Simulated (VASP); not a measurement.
Set up this calculation in VASP 6.6.1, as the native input.

```
Task                   : single point
Functional             : PBEsol
Potentials or basis    : VASP PAW PBE potentials, release 64 (Ti_sv)
Cutoff                 : 520 eV
k mesh                 : 26 × 26 × 26
Occupations            : gaussian, width 0.15 eV
Spin                   : no spin polarisation
Dipole correction      : no
Further INCAR settings : ALGO = Fast; EDIFF = 1e-07; NBANDS = 12
```

The structure of Ti lies in POSCAR:

```
Ti
1.0
   -1.5248602598      1.5248602598      1.6853718662
    1.5248602598     -1.5248602598      1.6853718662
    1.5248602598      1.5248602598     -1.6853718662
Ti
1
Direct
    0.0000000000      0.0000000000      0.0000000000
```

This cell differs from its parent crystal: strain -0.050 along x and y, +0.050 along z.

The input as run:

INCAR

```
SYSTEM = Ti
PREC     = Accurate       ! precision mode
ENCUT    = 520            ! plane-wave cutoff, eV
EDIFF    = 1E-7           ! SCF threshold, eV
ISMEAR   = 0              ! smearing method
SIGMA    = 0.15           ! smearing width, eV
LREAL    = .False.        ! projectors in reciprocal space
LASPH    = .True.         ! aspherical terms in the spheres
NELM     = 60             ! most SCF steps
ALGO     = Fast           ! electronic algorithm
ISIF     = 2              ! what is computed and relaxed
LWAVE    = .False.        ! write WAVECAR
LCHARG   = .True.         ! write CHGCAR
GGA      = PS             ! functional
LELF     = .True.         ! ELF
LVHAR    = .True.       
NBANDS   = 12             ! bands
```

KPOINTS

```
Automatic mesh
0
Gamma
  26 26 26
  0 0 0
```

Potentials or basis: VASP PAW PBE potentials, release 64 (Ti_sv).

The run is started by

```bash
$ cat potpaw_PBE.64/Ti_sv/POTCAR > POTCAR
$ mpirun -np 1 vasp_std > vasp.out
```

It gave:

| Quantity | Value |
| --- | --- |
| Pressure | 6.6 GPa |
| Band gap on the k mesh | zero (bands 6 and 7 overlap by 1.76 eV) |

Caveat: the cell differs from its parent crystal (strain -0.050 along x and y, +0.050 along z); the cell stands under pressure; the PAW data sets were made with another functional, which shifts forces and pressure a little.

Run time: 6 min on 1 thread of Intel(R) Xeon(R) Platinum 8259CL CPU @ 2.50GHz (Skylake/Cascade Lake), with other jobs on the host, peak memory 0.34 GiB.
